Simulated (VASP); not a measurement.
A run of VASP 6.6.1 is set up as follows.

Contents of INCAR:

```
PREC = Accurate
ENCUT = 520
EDIFF = 1E-6
ISMEAR = -1
SIGMA = 0.05
LREAL = F
LASPH = T
NELM = 60
ALGO = Normal
ISIF = 2
LWAVE = F
LCHARG = F
GGA = CA
NBANDS = 21
```

The input KPOINTS:

```
Automatic mesh
0
Gamma
  13 13 10
```

The input POSCAR:

```
NbRh
1.0
    2.8420000000      0.0000000000      0.0000000000
    0.0000000000      2.8420000000      0.0000000000
    0.0000000000      0.0000000000      3.8090000000
Nb Rh
1 1
Direct
    0.0000000000      0.0000000000      0.0000000000
    0.5000000000      0.5000000000      0.5000000000
```

Potentials or basis: VASP PAW LDA potentials, release 64 (Nb_sv, Rh_pv).

Launch:

```bash
$ cat potpaw_LDA.64/Nb_sv/POTCAR potpaw_LDA.64/Rh_pv/POTCAR > POTCAR
$ mpirun -np 1 vasp_std > vasp.out
```

Task: Predict the pressure.

Result: -5.5 GPa.

Task: What does it give for the band gap on the k mesh?

Result: Zero (band 14 reaches 15.00 eV, above the bottom of band 15 at 10.59 eV).

Stress tensor (GPa, compression positive):
```
-6.18  0.00  0.00
 0.00 -6.18  0.00
 0.00  0.00 -4.06
```
